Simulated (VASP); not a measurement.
# AlO2 (Cmcm) in VASP: a series of runs

Aim: see how the results for AlO2 move with the level of theory and the settings. Levels: PBEsol, PBE, r2SCAN. Tasks: relaxation of cell and atoms, single point.

All numbers are computed with VASP 6.6.1; they aren't measurements. Logs are shortened: lines on timing, memory, paths and dates and some standing lists are left out, and cuts for length are marked.

### 1 The cell of the first run

Symmetry: Cmcm, No. 63, orthorhombic system. The conventional cell has a = 2.976 Å, b = 10.806 Å, c = 3.647 Å, α = 90.00°, β = 90.00°, γ = 90.00°. Al (site symmetry m2m) has 6 O at 1.87 to 2.02 Å within 2.5 Å. O (site symmetry m2m) has 2 Al at 1.88 Å and 3 O at 2.25 to 2.52 Å within 2.6 Å. O (site symmetry m2m) has 4 Al at 1.87 to 2.02 Å and 5 O at 2.52 to 2.54 Å within 2.6 Å.

### 2 Relaxation of cell and atoms, PBEsol

The input, INCAR:

```
SYSTEM = AlO2
PREC     = Accurate       ! precision mode
ENCUT    = 600            ! plane-wave cutoff, eV
EDIFF    = 1E-7           ! SCF threshold, eV
ISMEAR   = -1             ! smearing method
SIGMA    = 0.05           ! smearing width, eV
LREAL    = .FALSE.        ! projectors in reciprocal space
LASPH    = .TRUE.         ! aspherical terms in the spheres
NELM     = 100            ! most SCF steps
ALGO     = Normal         ! electronic algorithm
ISIF     = 3              ! what is computed and relaxed
LWAVE    = .FALSE.        ! write WAVECAR
LCHARG   = .FALSE.        ! write CHGCAR
GGA      = PS             ! functional
IBRION   = 2              ! ionic algorithm
NSW      = 60             ! ionic steps
EDIFFG   = -0.01          ! ionic threshold
```

The input, KPOINTS:

```
regular mesh
0
G
  9 9 7
  0 0 0
```

The input, POSCAR:

```
AlO2
1.0
    1.4881620000     -5.4028330000      0.0000000000
    1.4881620000      5.4028330000      0.0000000000
    0.0000000000      0.0000000000      3.6466120000
Al O
2 4
Direct
    0.6681330000      0.3318670000      0.7500000000
    0.3318670000      0.6681330000      0.2500000000
    0.0610720000      0.9389280000      0.7500000000
    0.9389280000      0.0610720000      0.2500000000
    0.2941840000      0.7058160000      0.7500000000
    0.7058160000      0.2941840000      0.2500000000
```

Potentials or basis: VASP PAW PBE potentials, release 64 (Al, O).

Run with:

```console
$ cat potpaw_PBE.64/Al/POTCAR potpaw_PBE.64/O/POTCAR > POTCAR
$ mpirun -np 1 vasp_std > vasp.out
```

OUTCAR:

```text
SYSTEM = AlO2
   PREC = Accurate
   ENCUT = 600
   EDIFF = 1E-7
   ISMEAR = -1
   LREAL = .FALSE.
   LASPH = .TRUE.
   NELM = 100
   ISIF = 3
   GGA = PS
   IBRION = 2
   NSW = 60
   EDIFFG = -0.01

 ion  position               nearest neighbor table
   1  0.668  0.332  0.750-   6 1.87   6 1.87   3 1.88   3 1.88   5 2.02   5 2.02   2 2.94   2 2.94
                             2 2.94   2 2.94
   2  0.332  0.668  0.250-   5 1.87   5 1.87   4 1.88   4 1.88   6 2.02   6 2.02   1 2.94   1 2.94
                             1 2.94   1 2.94
   3  0.061  0.939  0.750-   1 1.88   1 1.88
   4  0.939  0.061  0.250-   2 1.88   2 1.88
   5  0.294  0.706  0.750-   2 1.87   2 1.87   1 2.02   1 2.02
   6  0.706  0.294  0.250-   1 1.87   1 1.87   2 2.02   2 2.02

  LATTYP: Found a base centered orthorhombic cell.
 ALAT       =     2.9763240000
 B/A-ratio  =     3.6305408954
 C/A-ratio  =     1.2252066643

  Lattice vectors:

 A1 = (   1.4881620000,  -5.4028330000,   0.0000000000)
 A2 = (   1.4881620000,   5.4028330000,   0.0000000000)
 A3 = (   0.0000000000,   0.0000000000,   3.6466120000)

Analysis of symmetry for initial positions (statically):
=====================================================================
 Subroutine PRICEL returns:
 Original cell was already a primitive cell.

 Routine SETGRP: Setting up the symmetry group for a
 base centered orthorhombic supercell.

 Subroutine GETGRP returns: Found  8 space group operations
 (whereof  4 operations were pure point group operations)
 out of a pool of  8 trial point group operations.

The static configuration has the point symmetry C_2h.
 The point group associated with its full space group is D_2h.

Analysis of symmetry for dynamics (positions and initial velocities):
=====================================================================
 Subroutine PRICEL returns:
 Original cell was already a primitive cell.

 Routine SETGRP: Setting up the symmetry group for a
 base centered orthorhombic supercell.

 Subroutine GETGRP returns: Found  8 space group operations
 (whereof  4 operations were pure point group operations)
 out of a pool of  8 trial point group operations.

The dynamic configuration has the point symmetry C_2h.
 The point group associated with its full space group is D_2h.

 Subroutine INISYM returns: Found  8 space group operations
 (whereof  4 operations are pure point group operations),
 and found     1 'primitive' translations

----------------------------------------------------------------------------------------

                                     Primitive cell

  volume of cell :      58.6396

  direct lattice vectors                    reciprocal lattice vectors
     1.488162000 -5.402833000  0.000000000     0.335984926 -0.092544041  0.000000000
     1.488162000  5.402833000  0.000000000     0.335984926  0.092544041  0.000000000
     0.000000000  0.000000000  3.646612000     0.000000000  0.000000000  0.274227146

  length of vectors
     5.604036988  5.604036988  3.646612000     0.348497160  0.348497160  0.274227146

  position of ions in fractional coordinates (direct lattice)
     0.668133000  0.331867000  0.750000000
     0.331867000  0.668133000  0.250000000
     0.061072000  0.938928000  0.750000000
     0.938928000  0.061072000  0.250000000
     0.294184000  0.705816000  0.750000000
     0.705816000  0.294184000  0.250000000

  ion indices of the primitive-cell ions
   primitive index   ion index
                 1           1
                 2           2
                 3           3
                 4           4
                 5           5
                 6           6

----------------------------------------------------------------------------------------

 KPOINTS: regular mesh

Automatic generation of k-mesh.
 Grid dimensions read from file:
 generate k-points for:    9    9    7

 Generating k-lattice:

  Cartesian coordinates                     Fractional coordinates (reciprocal lattice)
     0.037331658 -0.010282671  0.000000000     0.111111111  0.000000000  0.000000000
     0.037331658  0.010282671  0.000000000     0.000000000  0.111111111  0.000000000
     0.000000000  0.000000000  0.039175307     0.000000000  0.000000000  0.142857143

  Length of vectors
     0.038721907  0.038721907  0.039175307

  Shift w.r.t. Gamma in fractional coordinates (k-lattice)
     0.000000000  0.000000000  0.000000000

 Subroutine IBZKPT returns following result:
 ===========================================

 Found    100 irreducible k-points:

 Following reciprocal coordinates:
            Coordinates               Weight
  0.000000  0.000000  0.000000      1.000000
  0.111111  0.000000  0.000000      4.000000
  0.222222  0.000000  0.000000      4.000000
  0.333333  0.000000  0.000000      4.000000
  0.444444  0.000000  0.000000      4.000000
  0.111111  0.111111  0.000000      2.000000
[... 16 lines left out ...]
 -0.333333  0.333333  0.000000      2.000000
  0.444444  0.444444  0.000000      2.000000
 [... further k-points ...]
   k-points           NKPTS =    100   k-points in BZ     NKDIM =    100   number of bands    NBANDS=     19
   number of dos      NEDOS =    301   number of ions     NIONS =      6
   total plane-waves  NPLWV =  69120
   dimension x,y,z NGX =    48 NGY =   48 NGZ =   30
   dimension x,y,z NGXF=    96 NGYF=   96 NGZF=   60
   ions per type =               2   4
   NGX,Y,Z   is equivalent  to a cutoff of  14.24, 14.24, 13.68 a.u.
   NGXF,Y,Z  is equivalent  to a cutoff of  28.48, 28.48, 27.35 a.u.
 SYSTEM =  AlO2
   PREC   = accura    normal or accurate (medium, high low for compatibility)
   ISTART =      0    job   : 0-new  1-cont  2-samecut
   ICHARG =      2    charge: 1-file 2-atom 10-const
   ISPIN  =      1    spin polarized calculation?
   LNONCOLLINEAR =      F non collinear calculations
   LSORBIT =      F    spin-orbit coupling
   LASPH  =      T    aspherical Exc in radial PAW
   ENCUT  =  600.0 eV  44.10 Ry    6.64 a.u.  11.19 11.19  7.28*2*pi/ulx,y,z
   NELM   =    100;   NELMIN=  2; NELMDL= -5     # of ELM steps
   EDIFF  = 0.1E-06   stopping-criterion for ELM
   LREAL  =      F    real-space projection
   EDIFFG = -.1E-01   stopping-criterion for IOM
   NSW    =     60    number of steps for IOM
   IBRION =      2    ionic relax: 0-MD 1-quasi-New 2-CG
   NFREE  =      1    steps in history (QN), initial steepest desc. (CG)
   ISIF   =      3    stress and relaxation
   ISYM   =      2    0-nonsym 1-usesym 2-fastsym
   POTIM  = 0.5000    time-step for ionic-motion
   TEBEG  =    0.0;   TEEND  =   0.0 temperature during run
   PSTRESS=    0.0 pullay stress
   NELECT =      30.0000    total number of electrons
   NUPDOWN=      -1.0000    fix difference up-down
   EMIN   =  10.00;   EMAX   =-10.00  energy-range for DOS
   EFERMI =   0.00;   METHOD = LEGACY
   ISMEAR =    -1;   SIGMA  =   0.05  broadening in eV -4-tet -1-fermi 0-gaus
   EFERMI_NEDOS =   21; number of points for ismear=-14 and -15
   IALGO  =     38    algorithm
   IMIX   =      4    mixing-type and parameters
     AMIX     =   0.40;   BMIX     =  1.00
     AMIX_MAG =   1.60;   BMIX_MAG =  1.00
  volume/ion in A,a.u.               =       9.77        65.95
  Fermi-wavevector in a.u.,A,eV,Ry     =   1.309337  2.474288 23.325334  1.714364
  Thomas-Fermi vector in A             =   2.439943
   LORBIT       =      0    0 simple, 1 ext, 2 COOP (PROOUT), +10 PAW based schemes
   GGA     = PS    functional components
   LHFCALC =     F    Hartree Fock is set to
   AEXX    =    0.0000 exact exchange contribution
   IVDW    =     0    specifies the selected vdW correction
   LEPSILON=     F    determine dielectric tensor
   LRPA    =     F    only Hartree local field effects (RPA)
 conjugate gradient relaxation of ions
 non-spin polarized calculation
  energy-cutoff  :      600.00
  volume of cell :       58.64
 maximum number of plane-waves:      1973
 NGX is ok and might be reduce to    48
   NGX = 23   NGY = 23   NGZ = 15

--------------------------------------- Ionic step        1  -------------------------------------------

 number of electron      29.9999997 magnetization

 Free energy of the ion-electron system (eV)
  ---------------------------------------------------
  ext. energy  EPLUGINS =         0.00000000
  ---------------------------------------------------
  free energy    TOTEN  =       -41.63699180 eV

  energy without entropy =      -41.59776437  energy(sigma->0) =      -41.61737808

------------------------ aborting loop because EDIFF is reached ----------------------------------------

  FORCE on cell =-STRESS in cart. coord.  units (eV):
  Direction    XX          YY          ZZ          XY          YZ          ZX
  --------------------------------------------------------------------------------------
  -------------------------------------------------------------------------------------
  Total       -2.3428723     -2.5473669     -1.8584257      0.0000000      0.0000000      0.0000000
  in kB      -64.0129584    -69.6002473    -50.7767002      0.0000000      0.0000000      0.0000000
  external PRESSURE =     -61.4633020 kB  Pullay stress =       0.0000000 kB
[... 101 lines left out ...]
  FREE ENERGIE OF THE ION-ELECTRON SYSTEM (eV)
  ---------------------------------------------------
  free  energy   TOTEN  =       -41.7470043129 eV

  energy  without entropy=      -41.7129813138  energy(sigma->0) =      -41.72999281

[... ionic steps 4 to 14 ...]

--------------------------------------- Ionic step       15  -------------------------------------------

 number of electron      30.0000001 magnetization

------------------------ aborting loop because EDIFF is reached ----------------------------------------
[... 75 lines left out ...]
--------------------------------------- Ionic step       17  -------------------------------------------

 number of electron      30.0000001 magnetization

 Free energy of the ion-electron system (eV)
  ---------------------------------------------------
  ext. energy  EPLUGINS =         0.00000000
  ---------------------------------------------------
  free energy    TOTEN  =       -42.57750344 eV

  energy without entropy =      -42.57749655  energy(sigma->0) =      -42.57749999

 E-fermi :   6.2179     XC(G=0): -11.8595

 val. band max:        5.7120675661   @ k =   0.2222   0.1111   0.4286
 cond. band min:       6.6930944292   @ k =   0.0000   0.0000   0.4286
 fundamental gap:      0.9810268631
 Fermi energy:         6.2179272606

 k-point     1 :       0.0000    0.0000    0.0000
  band No.  band energies     occupation
      1     -14.4902      2.00000
      2     -12.7107      2.00000
      3     -10.5578      2.00000
      4      -9.8471      2.00000
      5      -1.1370      2.00000
      6      -0.1212      2.00000
[... 505 lines left out ...]
      6      -0.2484      2.00000
[... 11 lines left out ...]
     18      14.0758      0.00000
     19      15.6708      0.00000

 [... further k-points ...]

------------------------ aborting loop because EDIFF is reached ----------------------------------------

  FORCE on cell =-STRESS in cart. coord.  units (eV):
  Direction    XX          YY          ZZ          XY          YZ          ZX
  --------------------------------------------------------------------------------------
  -------------------------------------------------------------------------------------
  Total       -0.0441775     -0.0106784     -0.0283879      0.0000000     -0.0000000      0.0000000
  in kB       -1.3753027     -0.3324335     -0.8837529      0.0000000     -0.0000000      0.0000000
  external PRESSURE =      -0.8638297 kB  Pullay stress =       0.0000000 kB
[... 21 lines left out ...]
  FREE ENERGIE OF THE ION-ELECTRON SYSTEM (eV)
  ---------------------------------------------------
  free  energy   TOTEN  =       -42.5775034401 eV

  energy  without entropy=      -42.5774965470  energy(sigma->0) =      -42.57749999

 reached required accuracy - stopping structural energy minimisation
```

Run time: 12 min. Hardware: 1 thread of Intel Xeon 6975P-C (Granite Rapids), shared host; peak memory 0.34 GiB.

What came out:

| Quantity | Value |
| --- | --- |
| Free energy | -42.5775 eV |
| Relaxed volume | 8.58 Å³/atom |
| Relaxed cell | a = 5.131 Å, b = 5.131 Å, c = 3.591 Å, α = 90.00°, β = 90.00°, γ = 147.02° |
| Space group after relaxing (to 0.1 Å) | Cmcm (No. 63) |
| Energy gained by relaxing | 156.8 meV/atom |
| Ionic steps | 17 |
| Pressure after relaxing | -0.1 GPa |
| Largest force after relaxing | 0.005 eV/Å |
| Band gap on the k mesh | 0.98 eV (least direct gap 1.05 eV) |

Forces on the atoms (eV/Å):
```
Al   0.000  0.000  0.000
Al   0.000  0.000  0.000
O    0.000  0.005  0.000
O    0.000 -0.005  0.000
O    0.000 -0.001  0.000
O    0.000  0.001  0.000
```

Stress tensor (GPa, compression positive):
```
-0.14  0.00  0.00
 0.00 -0.03  0.00
 0.00  0.00 -0.09
```

Step by step:
```tsv
step	energy change (eV)	largest force (eV/Å)	pressure (GPa)	volume (Å³)
1	0.0000	0.6503	-6.15	58.64
2	-0.1049	1.2506	2.32	55.51
3	-0.1100	1.4352	5.19	54.63
4	-0.1767	1.6188	5.99	54.00
5	-0.4214	2.0733	8.65	52.12
6	-0.7352	0.8138	16.59	48.49
7	-0.8423	0.2893	10.19	49.05
8	-0.8487	0.5016	8.31	49.23
9	-0.8945	0.2743	5.35	49.91
10	-0.9296	0.2811	-0.50	51.43
11	-0.9299	0.2517	-0.04	51.30
12	-0.9364	0.1319	-0.13	51.40
13	-0.9393	0.0932	-0.21	51.51
14	-0.9399	0.0584	-0.09	51.48
15	-0.9404	0.0504	0.14	51.43
16	-0.9405	0.0162	-0.03	51.46
17	-0.9405	0.0048	-0.09	51.47
```

Final structure:
```yaml
crystal:
  lattice:
    - [1.45660, -4.92001, 0.00000]
    - [1.45660, 4.92001, 0.00000]
    - [0.00000, 0.00000, 3.59068]
  atoms:
    - { symbol: Al, position: [0.66162, 0.33838, 0.75000] }
    - { symbol: Al, position: [0.33838, 0.66162, 0.25000] }
    - { symbol: O, position: [0.02826, 0.97174, 0.75000] }
    - { symbol: O, position: [0.97174, 0.02826, 0.25000] }
    - { symbol: O, position: [0.29512, 0.70488, 0.75000] }
    - { symbol: O, position: [0.70488, 0.29512, 0.25000] }
```

Caveat: the PAW data sets were made with another functional, which shifts forces and pressure a little; an odd mesh through Γ misses points on the zone boundary, where band edges can lie.

### 3 Single point, PBE

This run uses another cell than the first one, of 8.86 Å³/atom.

The input, INCAR:

```
PREC = Accurate
ENCUT = 520
EDIFF = 1E-7
ISMEAR = -1
SIGMA = 0.05
LREAL = False
LASPH = True
NELM = 60
ALGO = Normal
ISIF = 2
LWAVE = False
LCHARG = False
GGA = PE
NBANDS = 24
```

The input, KPOINTS:

```
Automatic mesh
0
Gamma
  9 9 7
```

The input, POSCAR:

```
AlO2
1.0
    1.4692703874     -4.9904821520      0.0000000000
    1.4692703874      4.9904821520      0.0000000000
    0.0000000000      0.0000000000      3.6236652326
Al O
2 4
Direct
    0.6623472372      0.3376527628      0.7500000000
    0.3376527628      0.6623472372      0.2500000000
    0.0298184192      0.9701815808      0.7500000000
    0.9701815808      0.0298184192      0.2500000000
    0.2945547407      0.7054452593      0.7500000000
    0.7054452593      0.2945547407      0.2500000000
```

Potentials or basis: VASP PAW PBE potentials, release 64 (Al, O).

Run with:

```console
$ cat potpaw_PBE.64/Al/POTCAR potpaw_PBE.64/O/POTCAR > POTCAR
$ mpirun -np 1 vasp_std > vasp.out
```

Wall time 3.1 min (1 thread of Intel Xeon 8259CL, shared host); peak memory 0.25 GiB.

The run converged. Its results:

| Item | Value |
| --- | --- |
| Free energy | -40.3157 eV |
| Pressure | -0.1 GPa |
| Largest force | 0.012 eV/Å |
| Band gap on the k mesh | 0.89 eV (least direct gap 0.97 eV) |

Forces on the atoms (eV/Å):
```
Al   0.000  0.012  0.000
Al   0.000 -0.012  0.000
O    0.000  0.002  0.000
O    0.000 -0.002  0.000
O    0.000 -0.004  0.000
O    0.000  0.004  0.000
```

Stress tensor (GPa, compression positive):
```
 0.00  0.00  0.00
 0.00 -0.16  0.00
 0.00  0.00 -0.14
```

Levels at points of the mesh, in eV from the valence-band top:
```
           k point  band 13  band 14  band 15  band 16  band 17  band 18
(0.00, 0.00, 0.00)    -0.76    -0.66    -0.27     2.34     5.49     8.72
```

Caveat: an odd mesh through Γ misses points on the zone boundary, where band edges can lie.

### 4 Single point, r2SCAN

This run uses another cell than the first one, of 8.55 Å³/atom.

The input, POSCAR:

```
AlO2
1.0
    1.4518081314     -4.9157439283      0.0000000000
    1.4518081314      4.9157439283      0.0000000000
    0.0000000000      0.0000000000      3.5921182636
Al O
2 4
Direct
    0.6622701900      0.3377298100      0.7500000000
    0.3377298100      0.6622701900      0.2500000000
    0.0288068746      0.9711931254      0.7500000000
    0.9711931254      0.0288068746      0.2500000000
    0.2951119132      0.7048880868      0.7500000000
    0.7048880868      0.2951119132      0.2500000000
```

The input, INCAR.step1:

```
  PREC = Accurate
  ENCUT = 520
  ISMEAR = -1
  SIGMA = 0.05
  LREAL = False
  LASPH = True
  NELM = 100
  NBANDS = 24
  GGA = PE
  ALGO = Normal
  EDIFF = 1E-4
  LWAVE = True
  LCHARG = False
```

The input, INCAR.step2:

```
  PREC = Accurate
  ENCUT = 520
  EDIFF = 1E-6
  ISMEAR = -1
  SIGMA = 0.05
  LREAL = False
  LASPH = True
  NELM = 100
  ALGO = Normal
  ISIF = 2
  LWAVE = False
  LCHARG = False
  METAGGA = R2SCAN
  LMIXTAU = True
  NBANDS = 24
  ISTART = 1
```

The input, KPOINTS:

```
regular mesh
0
Gamma
  9 9 7
```

Run with:

```console
$ cat potpaw_PBE.64/Al/POTCAR potpaw_PBE.64/O/POTCAR > POTCAR
$ cp INCAR.step1 INCAR
$ mpirun -np 1 vasp_std > vasp.out
$ cp INCAR.step2 INCAR
$ mpirun -np 1 vasp_std > vasp.out
```

It took 9.9 min on 1 thread of Intel Xeon 8259CL, shared host; peak memory 0.27 GiB.

Results (log left out):

* Free energy: -51.8131 eV
* Pressure: -0.4 GPa
* Largest force: 0.021 eV/Å
* Band gap on the k mesh: 1.10 eV (least direct gap 1.19 eV)

Forces in eV/Å, atoms in the order of the input:
```
Al   0.000  0.007  0.000
Al   0.000 -0.007  0.000
O    0.000 -0.021  0.000
O    0.000  0.021  0.000
O    0.000  0.011  0.000
O    0.000 -0.011  0.000
```

Stress tensor (GPa, compression positive):
```
-0.41  0.00  0.00
 0.00 -0.49  0.00
 0.00  0.00 -0.34
```

Levels at points of the mesh, in eV from the valence-band top:
```csv
k point,band 13,band 14,band 15,band 16,band 17,band 18
"(0.00, 0.00, 0.00)",-0.95,-0.81,-0.42,2.87,6.55,9.98
```

Caveat: the PAW data sets were made with another functional, which shifts forces and pressure a little; an odd mesh through Γ misses points on the zone boundary, where band edges can lie.

[end of part 1 of 2]
